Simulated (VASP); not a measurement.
Al3GaN4, 8 atoms in the cell. The structure is orthorhombic, space group Cmm2 (No. 35). Conventional cell: a = 6.224 Å, b = 6.224 Å, c = 4.401 Å, α = 90.00°, β = 90.00°, γ = 90.00°. Within 2.5 Å of Al (site symmetry 2) lie 4 N at 1.89 to 1.90 Å. Al (site symmetry mm2) has 4 N at 1.87 to 1.94 Å within 2.5 Å. Ga (site symmetry mm2) has 4 N at 1.88 to 2.08 Å within 2.5 Å. Within 2.5 Å of N (site symmetry m) lie 1 Ga at 1.88 Å and 3 Al at 1.90 to 1.94 Å. N (site symmetry m) has 3 Al at 1.87 to 1.89 Å and 1 Ga at 2.08 Å within 2.5 Å.  This cell differs from its parent crystal: mode 4 (254.0 1/cm) frozen in, largest displacement -0.300 Å.

* Program: VASP 6.6.1
* Task: single point
* Functional: r2SCAN
* Potentials or basis: VASP PAW PBE potentials, release 64 (Al, Ga_d, N)
* Cutoff: 520 eV
* k mesh: 6 × 6 × 6
* Occupations: gaussian, width 0.05 eV
* Spin: no spin polarisation
* Dipole correction: no
* Further INCAR settings: ALGO = Normal; EDIFF = 1e-07; NBANDS = 31

Potentials or basis: VASP PAW PBE potentials, release 64 (Al, Ga_d, N).

Run with:

```sh
$ cat potpaw_PBE.64/Al/POTCAR potpaw_PBE.64/Ga_d/POTCAR potpaw_PBE.64/N/POTCAR > POTCAR
$ cp INCAR.step1 INCAR
$ mpirun -np 1 vasp_std > vasp.out
$ cp INCAR.step2 INCAR
$ mpirun -np 1 vasp_std > vasp.out
```

Hardware: 1 thread of Intel(R) Xeon(R) 6975P-C (Granite Rapids) (shared host).

Problem. Estimate the wall time of this run.

Solution. Wall time 3 min on 1 thread of Intel(R) Xeon(R) 6975P-C (Granite Rapids) (shared host), peak memory 0.29 GiB. Counts: k points 52.
